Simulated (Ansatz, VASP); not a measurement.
## Ga3O2: VASP beside Ansatz

```xyz
5
Lattice="4.0087 0.0000 0.0000 0.0000 4.0087 0.0000 0.0000 0.0000 6.5551" Properties=species:S:1:pos:R:3 pbc="T T T"
Ga    2.0043    2.0043    3.2775
Ga    0.0000    0.0000    1.6865
Ga    0.0000    0.0000    4.8686
O     0.0000    2.0043    3.2775
O     2.0043    0.0000    3.2775
```

Alike in both runs: functional PBE; k mesh 6 × 6 × 4; occupations gaussian, width 0.1 eV; no spin polarisation.

Ansatz relaxed the structure, and its values are those at the end. VASP's run is a single point on that final structure, the one shown.

```csv
,VASP,Ansatz
version,VASP 6.6.1,Ansatz 0.2.0
potentials or method,"VASP PAW PBE potentials, release 64 (Ga_d, O), cutoff 520 eV","scalar-relativistic, plane waves, PAW"
valence electrons in the cell,51,51
```

```tsv
	VASP	Ansatz	Ansatz less VASP
gap on the k mesh at the Fermi level (eV)	none	none	-
pressure (GPa)	0.2	0.1	-0.19
rms of the force components (eV/Å)	0.007	0.000	-0.0065
```

A gap of «none» marks a metal or a gap that the smearing closes.
